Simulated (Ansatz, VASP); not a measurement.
## Two plane-wave programs on AlN

```
Al N
1.0
     4.40252    0.00000    0.00000
     0.00000   -4.40252    0.00000
     0.00000    0.00000   -4.40252
Al N
4 4
Direct
  0.89881 0.14310 0.89881
  0.50000 0.50000 0.00000
  0.50000 0.00000 0.50000
  0.00000 0.50000 0.50000
  0.75000 0.75000 0.75000
  0.25000 0.25000 0.75000
  0.25000 0.75000 0.25000
  0.75000 0.25000 0.25000
```

Alike in both runs: task single point; functional PBE; k mesh 6 × 6 × 6; occupations gaussian, width 0.05 eV; no spin polarisation.

|  | VASP | Ansatz |
| --- | --- | --- |
| version | VASP 6.6.1 | Ansatz 0.2.0 |
| potentials or method | VASP PAW PBE potentials, release 64 (Al, N), cutoff 520 eV | scalar-relativistic, plane waves, PAW |
| valence electrons in the cell | 32 | 32 |

|  | VASP | Ansatz | Ansatz less VASP |
| --- | --- | --- | --- |
| gap on the k mesh at the Fermi level (eV) | none | none | - |
| pressure (GPa) | 8.8 | 8.9 | +0.13 |
| traceless stress, the component that is largest in VASP (GPa) | -6.22 | -6.20 | +0.019 |
| rms of the force components (eV/Å) | 2.188 | 2.189 | +0.0011 |

Atom by atom the forces differ by 0.011 eV/Å (rms over components). A gap of «none» marks a metal or a gap that the smearing closes.
